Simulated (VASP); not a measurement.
Write the native input for VASP 6.6.1 that does the following.

| Quantity | Value |
| --- | --- |
| Task | relaxation of cell and atoms |
| Functional | LDA |
| Potentials or basis | VASP PAW LDA potentials, release 64 (B, N) |
| Cutoff | 600 eV |
| k mesh | 12 × 12 × 4 |
| Occupations | gaussian, width 0.01 eV |
| Spin | no spin polarisation |
| Dipole correction | no |
| Further INCAR settings | ALGO = Normal; EDIFF = 1e-06; IBRION = 2; EDIFFG = -0.001; NSW = 80; ISIF = 3 |

The structure of BN lies in POSCAR:

```
BN
1.0
    2.4889448548      0.0000000000      0.0000000000
   -1.2444724274      2.1554894729      0.0000000000
    0.0000000000      0.0000000000      6.4953789008
B N
2 2
Direct
    0.3333333333      0.6666666667      0.2500000000
    0.6666666667      0.3333333333      0.7500000000
    0.3333333333      0.6666666667      0.7500000000
    0.6666666667      0.3333333333      0.2500000000
```

The input as run:

INCAR

```
SYSTEM = BN
PREC = Accurate
ENCUT = 600
EDIFF = 1E-6
ISMEAR = 0
SIGMA = 0.01
LREAL = .FALSE.
LASPH = .TRUE.
NELM = 80
ALGO = Normal
ISIF = 3
LWAVE = .FALSE.
LCHARG = .FALSE.
GGA = CA
IBRION = 2
NSW = 80
EDIFFG = -0.001
```

KPOINTS

```
Automatic mesh
0
G
  12 12 4
  0 0 0
```

Potentials or basis: VASP PAW LDA potentials, release 64 (B, N).

Launch:

```bash
$ cat potpaw_LDA.64/B/POTCAR potpaw_LDA.64/N/POTCAR > POTCAR
$ mpirun -np 1 vasp_std > vasp.out
```

It gave:

* Relaxed volume: 8.64 Å³/atom
* Relaxed cell: a = 2.490 Å, b = 2.490 Å, c = 6.433 Å, α = 90.00°, β = 90.00°, γ = 120.00°
* Space group after relaxing (to 0.05 Å): P6_3/mmc (No. 194)
* Energy gained by relaxing: 0.1 meV/atom
* Ionic steps: 13
* Pressure after relaxing: 0.0 GPa
* Band gap on the k mesh: 4.03 eV, indirect (least direct gap 4.43 eV)

It took 2 min on 1 thread of Intel(R) Xeon(R) Platinum 8488C (Sapphire Rapids), with other jobs on the host, peak memory 0.15 GiB.
